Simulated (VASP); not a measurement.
Cu12HF: single point with PBE+D3(BJ)

Cu12HF, a slab with vacuum:

```
CELL_PARAMETERS angstrom
5.10531 0.00000 0.00000
2.55266 4.42133 0.00000
0.00000 0.00000 17.16847
ATOMIC_POSITIONS crystal
Cu 0.16667 0.16667 0.05825
Cu 0.66667 0.16667 0.05825
Cu 0.16667 0.66667 0.05825
Cu 0.66667 0.66667 0.05825
Cu 0.83481 0.33305 0.17729
Cu 0.33390 0.33343 0.17710
Cu 0.83476 0.83328 0.17733
Cu 0.33407 0.83372 0.17734
Cu 0.00275 0.99953 0.29670
Cu 0.50220 0.00069 0.29611
Cu 0.00202 0.49996 0.29638
Cu 0.50149 0.49983 0.29566
F 0.88762 0.08076 0.45822
H 0.70981 0.18687 0.42811
```

```
Program                : VASP 6.6.1
Task                   : single point
Functional             : PBE
Dispersion             : D3(BJ)
Potentials or basis    : VASP PAW PBE potentials, release 64 (Cu_sv_GW, F, H)
Cutoff                 : 610 eV
k mesh                 : 4 × 4 × 1
Occupations            : fermi-dirac, width 0.15 eV
Spin                   : no spin polarisation
Dipole correction      : no
Further INCAR settings : ALGO = Normal; EDIFF = 1e-06; NBANDS = 131; NELMDL = -8
```

| Quantity | Value |
| --- | --- |
| Largest force | 0.256 eV/Å |
| Band gap on the k mesh | zero (bands 118 and 119 overlap by 0.03 eV) |
| Dispersion energy per atom | -0.342 eV |

Forces on the atoms (eV/Å):
```
Cu   0.007  0.000 -0.014
Cu   0.000  0.004  0.015
Cu   0.008 -0.004 -0.005
Cu   0.001  0.000  0.017
Cu   0.000 -0.002  0.003
Cu   0.002  0.000 -0.003
Cu   0.001  0.001  0.008
Cu  -0.001  0.002 -0.001
Cu   0.005  0.001  0.003
Cu  -0.013  0.000 -0.009
Cu  -0.002 -0.006 -0.001
Cu   0.001  0.008 -0.008
F    0.170 -0.129  0.132
H   -0.178  0.124 -0.135
```

Levels at points of the mesh, in eV from the Fermi level:
| k point | band 114 | band 115 | band 116 | band 117 | band 118 | band 119 | band 120 | band 121 | band 122 | band 123 |
| --- | --- | --- | --- | --- | --- | --- | --- | --- | --- | --- |
| (0.00, 0.00, 0.00) | -1.34 | -1.34 | -0.07 | -0.01 | -0.01 | 0.02 | 1.11 | 1.14 | 1.15 | 1.54 |
| (0.50, 0.00, 0.00) | -1.54 | -1.47 | -1.47 | -0.01 | -0.01 | 0.29 | 0.45 | 1.14 | 1.15 | 2.79 |
| (0.50, 0.50, 0.00) | -1.54 | -1.47 | -1.47 | -0.01 | -0.01 | 0.33 | 0.40 | 1.13 | 1.15 | 2.81 |
| (0.00, 0.50, 0.00) | -1.54 | -1.47 | -1.47 | -0.01 | -0.01 | 0.32 | 0.42 | 1.13 | 1.15 | 2.81 |

Run time: 38 min on 1 thread of Intel(R) Xeon(R) 6975P-C (Granite Rapids), with other jobs on the host, peak memory 0.83 GiB.

Caveat: there is no dipole correction, which matters where the two faces differ. With open d or f shells a metallic result of PBE can be an artefact of self-interaction; +U or a hybrid may open a gap.
